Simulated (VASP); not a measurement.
Ni: single point with r2SCAN

Ni:

```
CELL_PARAMETERS angstrom
2.44802 0.00000 0.00000
-1.22401 2.12005 0.00000
0.00000 0.00000 4.07281
ATOMIC_POSITIONS crystal
Ni 0.33333 0.66667 0.25000
Ni 0.66667 0.33333 0.75000
```

```
Program                : VASP 6.6.1
Task                   : single point
Functional             : r2SCAN
Potentials or basis    : VASP PAW PBE potentials, release 64 (Ni)
Cutoff                 : 520 eV
k mesh                 : 9 × 9 × 4
Occupations            : gaussian, width 0.1 eV
Spin                   : collinear spin, ferromagnetic start
Starting moments       : [2.0, 2.0] μB
Dipole correction      : no
Further INCAR settings : ALGO = Normal; EDIFF = 1e-06; NBANDS = 21
```

```yaml
Pressure: -0.2 GPa
Net_moment: 1.54 μB per cell
Site_moments: Ni +0.79 μB
Valence_electrons_inside_the_program's_atomic_spheres: Ni 9.40
```

Stress tensor (GPa, compression positive):
```
 1.24  0.00  0.00
 0.00  1.24  0.00
 0.00  0.00 -3.04
```

Levels at points of the mesh, in eV from the Fermi level:
Spin up:
```csv
k point,band 7,band 8,band 9,band 10,band 11,band 12,band 13,band 14,band 15,band 16
"(0.00, 0.00, 0.00)",-2.60,-2.08,-2.08,-1.15,-1.15,-0.64,5.61,23.89,26.27,26.27
"(0.00, 0.00, 0.50)",-2.89,-2.89,-1.45,-1.45,-1.45,-1.45,14.63,14.63,24.67,24.67
```
Spin down:
```tsv
k point	band 6	band 7	band 8	band 9	band 10	band 11	band 12	band 13	band 14	band 15
(0.00, 0.00, 0.00)	-1.43	-1.43	-1.01	-1.01	-0.83	-0.01	-0.01	6.31	23.80	26.25
(0.00, 0.00, 0.50)	-1.76	-1.76	-1.76	-0.31	-0.31	-0.31	-0.31	14.88	14.88	24.59
```

It took 47 s on 1 thread of Intel(R) Xeon(R) 6975P-C (Granite Rapids), with other jobs on the host, peak memory 0.15 GiB.

Caveat: the k points lie up to 0.39 Å⁻¹ apart; the PAW data sets were made with another functional, which shifts forces and pressure a little.
